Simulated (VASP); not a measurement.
Ga2Sb2CO, 6 atoms in the cell. The cell holds a slab with vacuum, 6 atoms: a = 4.334 Å, b = 4.334 Å, c = 23.320 Å, α = 90.00°, β = 90.00°, γ = 120.00°. 

| Property | Result |
| --- | --- |
| Program | VASP 6.6.1 |
| Task | single point |
| Functional | PBE |
| Dispersion | D3(BJ) |
| Potentials or basis | VASP PAW PBE potentials, release 64 (Sb, Ga_d, O, C) |
| Cutoff | 520 eV |
| k mesh | 6 × 6 × 1 |
| Occupations | gaussian, width 0.1 eV |
| Spin | no spin polarisation |
| Dipole correction | yes |
| Further INCAR settings | ALGO = Normal; EDIFF = 1e-07; NBANDS = 32 |

Potentials or basis: VASP PAW PBE potentials, release 64 (Sb, Ga_d, O, C).

The run is started by

```console
$ cat potpaw_PBE.64/Sb/POTCAR potpaw_PBE.64/Ga_d/POTCAR potpaw_PBE.64/O/POTCAR potpaw_PBE.64/C/POTCAR > POTCAR
$ mpirun -np 1 vasp_std > vasp.out
```

Hardware: 1 thread of Intel(R) Xeon(R) 6975P-C (Granite Rapids), on a shared host.

Problem. How long does it take, and how much memory?

Solution. It took 2.4 min on 1 thread of Intel(R) Xeon(R) 6975P-C (Granite Rapids), on a shared host, peak memory 0.56 GiB. Counts: scf iterations 25, k points 13.
